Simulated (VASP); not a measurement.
# Nb: relaxation of cell and atoms with PBE

Nb:

```xyz
1
Lattice="-1.6640 1.6640 1.6640 1.6640 -1.6640 1.6640 1.6640 1.6640 -1.6640" Properties=species:S:1:pos:R:3 pbc="T T T"
Nb    0.0000    0.0000    0.0000
```

```
Program                : VASP 6.6.1
Task                   : relaxation of cell and atoms
Functional             : PBE
Potentials or basis    : VASP PAW PBE potentials, release 64 (Nb_sv)
Cutoff                 : 600 eV
k mesh                 : 20 × 20 × 20
Occupations            : fermi-dirac, width 0.1 eV
Spin                   : no spin polarisation
Target pressure        : 30 GPa
Dipole correction      : no
Further INCAR settings : ALGO = Normal; EDIFF = 1e-06; IBRION = 2; EDIFFG = -0.03; NSW = 80; ISIF = 3
```

```json
{"Relaxed volume": "15.80 Å³/atom", "Relaxed cell": "a = 2.738 Å, b = 2.738 Å, c = 2.738 Å, α = 109.47°, β = 109.47°, γ = 109.47°", "Space group after relaxing (to 0.05 Å)": "Im-3m (No. 229)", "Energy change on relaxing (the enthalpy is what falls)": "+192.2 meV/atom", "Ionic steps": "5", "Pressure after relaxing": "30.0 GPa"}
```

Step by step:
```
step  energy change (eV)  largest force (eV/Å)  pressure (GPa)  volume (Å³)
   1              0.0000                0.0000           -2.76        18.43
   2              4.5760                0.0000          295.01        10.09
   3              0.1280                0.0000           23.65        16.18
   4              0.1697                0.0000           27.88        15.92
   5              0.1922                0.0000           30.02        15.80
```

Final structure:
```cif
data_structure
_symmetry_space_group_name_H-M 'P 1'
_symmetry_Int_Tables_number 1
_cell_length_a 2.7379
_cell_length_b 2.7379
_cell_length_c 2.7379
_cell_angle_alpha 109.471
_cell_angle_beta 109.471
_cell_angle_gamma 109.471
_cell_volume 15.80
loop_
_atom_site_label
_atom_site_type_symbol
_atom_site_fract_x
_atom_site_fract_y
_atom_site_fract_z
_atom_site_occupancy
Nb1 Nb 0.00000 0.00000 0.00000 1
```

Levels at points of the mesh, in eV from the Fermi level:
```tsv
k point	band 3	band 4	band 5	band 6	band 7	band 8	band 9	band 10
(0.00, 0.00, 0.00)	-29.23	-29.23	-6.16	0.28	0.28	0.28	3.64	3.64
(0.50, 0.00, 0.00)	-29.85	-29.26	-4.33	-2.12	3.02	3.78	4.57	7.48
(0.50, 0.50, 0.50)	-30.58	-30.58	-4.58	-4.58	6.53	6.53	6.53	10.26
```

It took 58 s on 1 thread of Intel(R) Xeon(R) 6975P-C (Granite Rapids) (shared host), peak memory 0.2 GiB.

Caveat: the cell is relaxed towards a set pressure, so the enthalpy falls and the energy may rise.
